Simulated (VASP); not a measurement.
# Bi (C2/m) in VASP: notebook, part 2 of 2

VASP 6.6.1.

**5. Single point, r2SCAN**

This run uses another cell than the first one, of 32.66 Å³/atom, 0.906 times its volume.

POSCAR

```
Bi
1.0
    3.4414490040     -3.0902406750      0.0000000000
    3.4414490040      3.0902406750      0.0000000000
   -1.2432027094      0.0000000000      3.0714698416
Bi
2
Direct
    0.7530610000      0.7530610000      0.8573820000
    0.2469390000      0.2469390000      0.1426180000
```

INCAR.step1

```
  PREC = Accurate
  ENCUT = 520
  ISMEAR = -1
  SIGMA = 0.05
  LREAL = False
  LASPH = True
  NELM = 100
  NBANDS = 22
  GGA = PE
  ALGO = Normal
  EDIFF = 1E-4
  LWAVE = True
  LCHARG = False
```

INCAR.step2

```
  PREC = Accurate
  ENCUT = 520
  EDIFF = 1E-6
  ISMEAR = -1
  SIGMA = 0.05
  LREAL = False
  LASPH = True
  NELM = 100
  ALGO = Normal
  ISIF = 2
  LWAVE = False
  LCHARG = False
  METAGGA = R2SCAN
  LMIXTAU = True
  NBANDS = 22
  ISTART = 1
```

KPOINTS

```
Automatic mesh
0
Gamma
  6 6 9
```

Potentials or basis: VASP PAW PBE potentials, release 64 (Bi_d).

Command:

```
$ cat potpaw_PBE.64/Bi_d/POTCAR > POTCAR
$ cp INCAR.step1 INCAR
$ mpirun -np 1 vasp_std > vasp.out
$ cp INCAR.step2 INCAR
$ mpirun -np 1 vasp_std > vasp.out
```

OUTCAR:

```text
PREC = Accurate
   ENCUT = 520
   EDIFF = 1E-6
   ISMEAR = -1
   LREAL = False
   LASPH = True
   NELM = 100
   ISIF = 2
   METAGGA = R2SCAN
   ISTART = 1

 ion  position               nearest neighbor table
   1  0.753  0.753  0.857-   2 3.17   2 3.24   2 3.24   2 3.40   2 3.88   2 3.88
   2  0.247  0.247  0.143-   1 3.17   1 3.24   1 3.24   1 3.40   1 3.88   1 3.88

  LATTYP: Found a base centered monoclinic cell.
 ALAT       =     6.8828980080
 B/A-ratio  =     0.8979475423
 C/A-ratio  =     0.4814149259
 COS(beta)  =    -0.3751898342

  Lattice vectors:

 A1 = (   3.4414490040,  -3.0902406750,   0.0000000000)
 A2 = (   3.4414490040,   3.0902406750,   0.0000000000)
 A3 = (  -1.2432027094,   0.0000000000,   3.0714698416)

Analysis of symmetry for initial positions (statically):
=====================================================================
 Subroutine PRICEL returns:
 Original cell was already a primitive cell.

 Routine SETGRP: Setting up the symmetry group for a
 base centered monoclinic supercell.

 Subroutine GETGRP returns: Found  4 space group operations
 (whereof  4 operations were pure point group operations)
 out of a pool of  4 trial point group operations.

The static configuration has the point symmetry C_2h.

Analysis of symmetry for dynamics (positions and initial velocities):
=====================================================================
 Subroutine PRICEL returns:
 Original cell was already a primitive cell.

 Routine SETGRP: Setting up the symmetry group for a
 base centered monoclinic supercell.

 Subroutine GETGRP returns: Found  4 space group operations
 (whereof  4 operations were pure point group operations)
 out of a pool of  4 trial point group operations.

The dynamic configuration has the point symmetry C_2h.

 Subroutine INISYM returns: Found  4 space group operations
 (whereof  4 operations are pure point group operations),
 and found     1 'primitive' translations

[... 102 lines left out ...]
   POTIM  = 0.5000    time-step for ionic-motion
   TEBEG  =    0.0;   TEEND  =   0.0 temperature during run
   PSTRESS=    0.0 pullay stress
   NELECT =      30.0000    total number of electrons
   NUPDOWN=      -1.0000    fix difference up-down
   EMIN   =  10.00;   EMAX   =-10.00  energy-range for DOS
   EFERMI =   0.00;   METHOD = LEGACY
   ISMEAR =    -1;   SIGMA  =   0.05  broadening in eV -4-tet -1-fermi 0-gaus
   EFERMI_NEDOS =   21; number of points for ismear=-14 and -15
   IALGO  =     38    algorithm
   IMIX   =      4    mixing-type and parameters
     AMIX     =   0.40;   BMIX     =  1.00
     AMIX_MAG =   1.60;   BMIX_MAG =  1.00
  volume/ion in A,a.u.               =      32.66       220.43
  Fermi-wavevector in a.u.,A,eV,Ry     =   1.263025  2.386771 21.704451  1.595232
  Thomas-Fermi vector in A             =   2.396403
   LORBIT       =      0    0 simple, 1 ext, 2 COOP (PROOUT), +10 PAW based schemes
   METAGGA = R2SCAN    functional components
   LHFCALC =     F    Hartree Fock is set to
   AEXX    =    0.0000 exact exchange contribution
   IVDW    =     0    specifies the selected vdW correction
   LEPSILON=     F    determine dielectric tensor
   LRPA    =     F    only Hartree local field effects (RPA)
 non-spin polarized calculation
  energy-cutoff  :      520.00
  volume of cell :       65.33
 maximum number of plane-waves:      1777
 NGX is ok and might be reduce to    36
   NGX = 17   NGY = 17   NGZ = 13

 number of electron      29.9999997 magnetization

 Free energy of the ion-electron system (eV)
  ---------------------------------------------------
  ext. energy  EPLUGINS =         0.00000000
  ---------------------------------------------------
  free energy    TOTEN  =      -116.82113202 eV

  energy without entropy =     -116.81420943  energy(sigma->0) =     -116.81767073

 E-fermi :   7.1998     XC(G=0): -10.6902

 val. band max:        7.1599774122   @ k =  -0.1667   0.3333   0.1111
 cond. band min:       7.2253188964   @ k =   0.3333   0.3333   0.3333
 fundamental gap:      0.0653414842
 Fermi energy:         7.1997552628

 k-point     1 :       0.0000    0.0000    0.0000
  band No.  band energies     occupation
      1     -16.5650      2.00000
      2     -16.5248      2.00000
      3     -16.4733      2.00000
      4     -16.4427      2.00000
      5     -16.3354      2.00000
      6     -16.3079      2.00000
[... 589 lines left out ...]
     21      17.0882      0.00000
     22      17.2394      0.00000

 [... further k-points ...]
[... 5 lines left out ...]
  --------------------------------------------------------------------------------------
  -------------------------------------------------------------------------------------
  Total        0.5231585      0.2943539      0.8034589      0.0000000      0.0000000     -0.1035353
  in kB       12.8302172      7.2188902     19.7044514      0.0000000      0.0000000     -2.5391546
  external PRESSURE =      13.2511863 kB  Pullay stress =       0.0000000 kB

 VOLUME and BASIS-vectors are now :
 -----------------------------------------------------------------------------
  energy-cutoff  :      520.00
  volume of cell :       65.33
      direct lattice vectors                 reciprocal lattice vectors
     3.441449004 -3.090240675  0.000000000     0.145287639 -0.161799695  0.058806368
     3.441449004  3.090240675  0.000000000     0.145287639  0.161799695  0.058806368
    -1.243202709  0.000000000  3.071469842     0.000000000  0.000000000  0.325577021

 POSITION                                       TOTAL-FORCE (eV/Angst)
 -----------------------------------------------------------------------------------
      4.11734      0.00000      2.63342         0.071423      0.000000      0.044605
      1.52235      0.00000      0.43805        -0.071423      0.000000     -0.044605
 -----------------------------------------------------------------------------------
    total drift:                               -0.000000      0.000000      0.000000

  FREE ENERGIE OF THE ION-ELECTRON SYSTEM (eV)
  ---------------------------------------------------
  free  energy   TOTEN  =      -116.8211320229 eV

  energy  without entropy=     -116.8142094343  energy(sigma->0) =     -116.81767073
```

OUTCAR.step1:

```text
PREC = Accurate
   ENCUT = 520
   ISMEAR = -1
   LREAL = False
   LASPH = True
[... 824 lines left out ...]
      4.11734      0.00000      2.63342        -0.010672      0.000000     -0.022254
      1.52235      0.00000      0.43805         0.010672      0.000000      0.022254
 -----------------------------------------------------------------------------------
    total drift:                               -0.000000      0.000000      0.000000

  FREE ENERGIE OF THE ION-ELECTRON SYSTEM (eV)
  ---------------------------------------------------
  free  energy   TOTEN  =        -7.6706730137 eV

  energy  without entropy=       -7.6627594659  energy(sigma->0) =       -7.66671624
```

It took 2.9 min on 1 thread of Intel Xeon Platinum 8559C (Emerald Rapids), shared host; peak memory 0.26 GiB.

Results:

| Item | Value |
| --- | --- |
| Free energy | -116.8211 eV |
| Pressure | 1.3 GPa |
| Largest force | 0.084 eV/Å |
| Band gap on the k mesh | zero (band 15 reaches 10.62 eV, above the bottom of band 16 at 5.28 eV) |

Forces in eV/Å, atoms in the order of the input:
```
Bi   0.071  0.000  0.045
Bi  -0.071  0.000 -0.045
```

Caveat: the PAW data sets were made with another functional, which shifts forces and pressure a little; spin-orbit coupling is left out, which moves the levels of the heavy elements.

**6. The runs side by side**

```tsv
level	potentials or basis	cell	smearing	gap on the mesh (eV)	pressure (GPa)	largest force (eV/Å)
LDA	VASP PAW LDA potentials, release 64 (Bi_d)	a = 4.781, b = 4.781, c = 3.425 Å, angles 106.2, 106.2, 83.8°, 2 atoms	fermi-dirac 0.05 eV	none	-5.7	0.16
RPBE	VASP PAW PBE potentials, release 64 (Bi_d)	a = 4.689, b = 4.689, c = 3.359 Å, angles 106.2, 106.2, 83.8°, 2 atoms	gaussian 0.02 eV	none	1.3	0.03
r2SCAN	VASP PAW PBE potentials, release 64 (Bi_d)	a = 4.593, b = 4.593, c = 3.290 Å, angles 106.2, 106.2, 83.8°, 2 atoms	fermi-dirac 0.05 eV	none	2.6	0.05
r2SCAN	VASP PAW PBE potentials, release 64 (Bi_d)	a = 4.625, b = 4.625, c = 3.314 Å, angles 106.2, 106.2, 83.8°, 2 atoms	fermi-dirac 0.05 eV	none	1.3	0.08
```

Alike in all rows: task single point; no spin polarisation; k mesh 6 × 6 × 9; cutoff (eV) 520.

Caveats: spin-orbit coupling is left out, which moves the levels of the heavy elements; the PAW data sets were made with another functional, which shifts forces and pressure a little (some runs).

Total energies depend on the potentials used, so only differences within one code and one set of settings carry meaning.
